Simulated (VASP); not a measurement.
The system is IrO2.

```xyz
6
Lattice="4.5051 0.0000 0.0000 0.0000 4.5051 0.0000 0.0000 0.0000 3.1586" Properties=species:S:1:pos:R:3 pbc="T T T"
Ir    0.0000    0.0000    0.0000
Ir    2.2525    2.2525    1.5793
O     1.3862    1.3862    0.0000
O     0.8663    3.6388    1.5793
O     3.1189    3.1189    0.0000
O     3.6388    0.8663    1.5793
```

```yaml
Program: VASP 6.6.1
Task: relaxation of cell and atoms
Functional: PBE
Potentials_or_basis: VASP PAW PBE potentials, release 64 (Ir, O)
Cutoff: 600 eV
k_mesh: 8 × 8 × 12
Occupations: gaussian, width 0.1 eV
Spin: no spin polarisation
```

At the start: pressure 7.3 GPa; volume 10.68 Å³/atom.

**Question.** How do energy, volume and symmetry change on relaxing?

**Answer.** Over 7 steps the energy falls by 6.2 meV/atom and the volume is 10.96 Å³/atom (+2.5 %); space group P4_2/mnm (No. 136, to 0.1 Å) before and after.

The path:
| step | energy change (eV) | largest force (eV/Å) | pressure (GPa) | volume (Å³) |
| --- | --- | --- | --- | --- |
| 1 | 0.0000 | 0.0938 | 7.29 | 64.11 |
| 2 | 0.0784 | 0.1263 | -11.32 | 68.73 |
| 3 | -0.0362 | 0.1079 | -0.10 | 65.72 |
| 4 | -0.0362 | 0.1076 | 0.03 | 65.69 |
| 5 | -0.0365 | 0.0607 | 0.05 | 65.73 |
| 6 | -0.0369 | 0.0088 | 0.03 | 65.71 |
| 7 | -0.0369 | 0.0036 | -0.07 | 65.73 |

Final structure:
```xyz
6
Lattice="4.5405 0.0000 0.0000 0.0000 4.5405 0.0000 0.0000 0.0000 3.1884" Properties=species:S:1:pos:R:3 pbc="T T T"
Ir    0.0000    0.0000    0.0000
Ir    2.2703    2.2703    1.5942
O     1.4005    1.4005    0.0000
O     0.8697    3.6708    1.5942
O     3.1400    3.1400    0.0000
O     3.6708    0.8697    1.5942
```
